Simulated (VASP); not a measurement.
Write the native input for VASP 6.6.1 that does the following.

```yaml
Task: relaxation of cell and atoms
Functional: PBE
Potentials_or_basis: VASP PAW PBE potentials, release 64 (Ta_pv, Hg, P)
Cutoff: 600 eV
k_mesh: 6 × 6 × 10
Occupations: gaussian, width 0.1 eV
Spin: no spin polarisation
Dipole_correction: no
Further_INCAR_settings: ALGO = Normal; EDIFF = 1e-06; IBRION = 2; EDIFFG = -0.01; NSW = 100; ISIF = 3
```

The structure of TaHg2P3 lies in POSCAR:

```
TaHg2P3
1.0
    6.4506323400      0.0000000000      0.0000000000
   -3.2253161700      5.5864114800      0.0000000000
    0.0000000000      0.0000000000      3.5578291600
Ta Hg P
1 2 3
Direct
    0.0000000000      0.0000000000      0.0000000000
    0.3333333300      0.6666666700      0.0000000000
    0.6666666700      0.3333333300      0.0000000000
    0.5000000000      0.0000000000      0.5000000000
    0.5000000000      0.5000000000      0.5000000000
    0.0000000000      0.5000000000      0.5000000000
```

The cell was generated, and may not be a known phase.

These files were run (other wordings do the same):

INCAR

```
SYSTEM = TaHg2P3
  PREC = Accurate
  ENCUT = 600
  EDIFF = 1E-6
  ISMEAR = 0
  SIGMA = 0.1
  LREAL = .FALSE.
  LASPH = .TRUE.
  NELM = 60
  ALGO = Normal
  ISIF = 3
  LWAVE = .FALSE.
  LCHARG = .FALSE.
  GGA = PE
  IBRION = 2
  NSW = 100
  EDIFFG = -0.01
```

KPOINTS

```
Automatic mesh
0
G
  6 6 10
  0 0 0
```

Potentials or basis: VASP PAW PBE potentials, release 64 (Ta_pv, Hg, P).

Launch:

```bash
$ cat potpaw_PBE.64/Ta_pv/POTCAR potpaw_PBE.64/Hg/POTCAR potpaw_PBE.64/P/POTCAR > POTCAR
$ mpirun -np 1 vasp_std > vasp.out
```

It gave:

The relaxed volume is 20.44 Å³/atom. The relaxed cell is a = 4.971 Å, b = 4.971 Å, c = 5.729 Å, α = 90.00°, β = 90.00°, γ = 120.00°, the space group after relaxing (to 0.1 Å) is P6/mmm (No. 191) and the energy gained by relaxing is 427.6 meV/atom. The ionic steps are 28. The pressure after relaxing is 0.0 GPa and the band gap on the k mesh is zero (bands 25 and 26 overlap by 0.75 eV).

Caveat: a cell axis changed by over 15 % at a fixed basis, so the end point is rough; spin-orbit coupling is left out, which moves the levels of the heavy elements.

It took 38 min on 1 thread of AMD EPYC 9R45 96-Core Processor (Zen 5), with other jobs on the host, peak memory 0.4 GiB.
